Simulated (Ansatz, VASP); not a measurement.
One calculation of Zr2Ta, two programs

```
Zr Ta
1.0
     0.00000    3.67412    3.67412
     3.67412    0.00000    3.67412
     3.67412    3.67412    0.00000
Zr Ta
4 2
Direct
  0.62500 0.62500 0.62500
  0.12500 0.62500 0.62500
  0.62500 0.62500 0.12500
  0.62500 0.12500 0.62500
  0.00000 0.00000 0.00000
  0.25000 0.25000 0.25000
```

Alike in both runs: task relaxation of cell and atoms; functional PBE; k mesh 4 × 4 × 4; occupations gaussian, width 0.1 eV; no spin polarisation.

|  | VASP | Ansatz |
| --- | --- | --- |
| version | VASP 6.6.1 | Ansatz 0.2.0 |
| potentials or method | VASP PAW PBE potentials, release 64 (Zr_sv, Ta_pv), cutoff 600 eV | scalar-relativistic, plane waves, PAW |
| valence electrons in the cell | 70 | 74 |

|  | VASP | Ansatz | Ansatz less VASP |
| --- | --- | --- | --- |
| gap on the k mesh at the Fermi level, each at its own relaxed structure (eV) | none | none | - |
| relaxed volume (Å³/atom) | 21.26 | 21.26 | -0.002 |
| relaxed cell length with the largest relative difference (Å) | 5.651 | 5.651 | -0.0001 |

A gap of «none» marks a metal or a gap that the smearing closes. VASP's potentials hold 70 valence electrons a cell and Ansatz's 74, so a difference there can come from the potentials and not from the codes.

The k mesh is coarse, so the values compare programs but aren't converged. Spin-orbit coupling is off throughout. Noted on VASP's run: the volume moved by over 15 % at a fixed basis, so the end points are rough.
